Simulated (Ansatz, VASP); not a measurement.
**Ag: VASP beside Ansatz**

```
Ag
1.0
     0.00000    2.05189    2.05189
     2.05189    0.00000    2.05189
     2.05189    2.05189    0.00000
Ag
1
Direct
  0.00000 0.00000 0.00000
```

Alike in both runs: functional r2SCAN; k mesh 18 × 18 × 18; occupations fermi-dirac, width 0.05 eV; no spin polarisation.

Ansatz relaxed the structure, and its values are those at the end. VASP's run is a single point on that final structure, the one shown.

|  | VASP | Ansatz |
| --- | --- | --- |
| version | VASP 6.6.1 | Ansatz 0.2.0 |
| potentials or method | VASP PAW PBE potentials, release 64 (Ag) | PAW with Ansatz's default frozen-core files, scalar-relativistic |
| plane-wave cutoff (eV) | 520 | 500 |
| valence electrons in the cell | 11 | 19 |

Ansatz gave:

| Quantity | Value |
| --- | --- |
| pressure (GPa) | 0.0 |

Q: Which values does VASP return?

A: Pressure (GPa): 0.1.

VASP's potentials were made for PBE, not for r2SCAN. The functional is the same, so the differences come from potentials, cutoffs and numerics. VASP's potentials hold 11 valence electrons a cell and Ansatz's 19, so a difference there can come from the potentials and not from the codes.
